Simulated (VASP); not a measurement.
Input of a VASP 6.6.1 run:

File INCAR:

```
SYSTEM = B8P7C
PREC     = Accurate       ! precision mode
ENCUT    = 520            ! plane-wave cutoff, eV
EDIFF    = 1E-6           ! SCF threshold, eV
ISMEAR   = -1             ! smearing method
SIGMA    = 0.05           ! smearing width, eV
LREAL    = Auto         
LASPH    = .TRUE.         ! aspherical terms in the spheres
NELM     = 120            ! most SCF steps
ALGO     = Normal         ! electronic algorithm
ISIF     = 2              ! what is computed and relaxed
LWAVE    = .FALSE.        ! write WAVECAR
LCHARG   = .TRUE.         ! write CHGCAR
GGA      = PS             ! functional
LELF     = .TRUE.         ! ELF
LVHAR    = .TRUE.       
NELECT   = 64.0         
NBANDS   = 46             ! bands
GGA_COMPAT= .FALSE.      
ISYM     = -1
```

KPOINTS

```
explicit points
4
Reciprocal
  0.25000000   0.25000000   0.25000000 2
  0.25000000   0.25000000   0.75000000 2
  0.25000000   0.75000000   0.25000000 2
  0.25000000   0.75000000   0.75000000 2
```

Contents of POSCAR:

```
B8P7C
1.0
    0.0000000000      4.5201890000      4.5201890000
    4.5201890000      0.0000000000      4.5201890000
    4.5201890000      4.5201890000      0.0000000000
B P C
8 7 1
Direct
    0.0127790000      0.9890330000      0.0026870000
    0.5017460000      0.4855420000      0.5102520000
    0.9928590000      0.0030990000      0.5032400000
    0.5138450000      0.5041030000      0.9891040000
    0.9993780000      0.5064910000      0.9882110000
    0.4900720000      0.0039300000      0.4975310000
    0.5017340000      0.0040970000      0.9988010000
    0.0068280000      0.4909870000      0.4987530000
    0.1351120000      0.1166850000      0.1179070000
    0.1099340000      0.1289970000      0.6266500000
    0.6354510000      0.6231870000      0.1210380000
    0.1198240000      0.6292660000      0.1322940000
    0.6167270000      0.1379630000      0.6116760000
    0.6387530000      0.1138610000      0.1052680000
    0.1344150000      0.6183000000      0.6287830000
    0.6245600000      0.6204510000      0.6430620000
```

Potentials or basis: VASP PAW PBE potentials, release 64 (B, P, C).

Launch:

```sh
$ cat potpaw_PBE.64/B/POTCAR potpaw_PBE.64/P/POTCAR potpaw_PBE.64/C/POTCAR > POTCAR
$ mpirun -np 1 vasp_std > vasp.out
```

(1) What does it give for the largest force?

## Answers

(1) 4.166 eV/Å.

Caveat: the cell carries a net charge on a neutralising background, which shifts energy and pressure; the PAW data sets were made with another functional, which shifts forces and pressure a little.
